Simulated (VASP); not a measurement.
Write the native input for VASP 6.6.1 that does the following.

- Task: single point
- Functional: LDA
- Potentials or basis: VASP PAW LDA potentials, release 64 (Ti_sv)
- Cutoff: 520 eV
- k mesh: 17 × 17 × 10
- Occupations: fermi-dirac, width 0.05 eV
- Spin: no spin polarisation
- Dipole correction: no
- Further INCAR settings: ALGO = Normal; EDIFF = 1e-06; NBANDS = 19

The structure of Ti lies in POSCAR:

```
Ti
1.0
    2.4071289839      0.0000000000      0.0000000000
   -1.2035644920      2.0846348502      0.0000000000
    0.0000000000      0.0000000000      4.4674030057
Ti
2
Direct
    0.3333333333      0.6666666667      0.2500000000
    0.6666666667      0.3333333333      0.7500000000
```

These files were run (other wordings do the same):

INCAR

```
SYSTEM = Ti
PREC = Accurate ; ENCUT = 520
EDIFF = 1E-6 ; ISMEAR = -1
SIGMA = 0.05 ; LREAL = .False.
LASPH = .True. ; NELM = 100
ALGO = Normal ; ISIF = 2
LWAVE = .False. ; LCHARG = .True.
GGA = CA ; LELF = .True.
LVHAR = .True. ; NBANDS = 19
```

KPOINTS

```
Automatic mesh
0
Gamma
  17 17 10
  0 0 0
```

Potentials or basis: VASP PAW LDA potentials, release 64 (Ti_sv).

The run is started by

```sh
$ cat potpaw_LDA.64/Ti_sv/POTCAR > POTCAR
$ mpirun -np 1 vasp_std > vasp.out
```

Results of the run:

| Quantity | Value |
| --- | --- |
| Pressure | 74.4 GPa |
| Band gap on the k mesh | zero (band 12 reaches 14.69 eV, above the bottom of band 13 at 13.23 eV) |

Wall time 65 s on 1 thread of Intel(R) Xeon(R) Platinum 8259CL CPU @ 2.50GHz (Skylake/Cascade Lake), with other jobs on the host, peak memory 0.18 GiB.
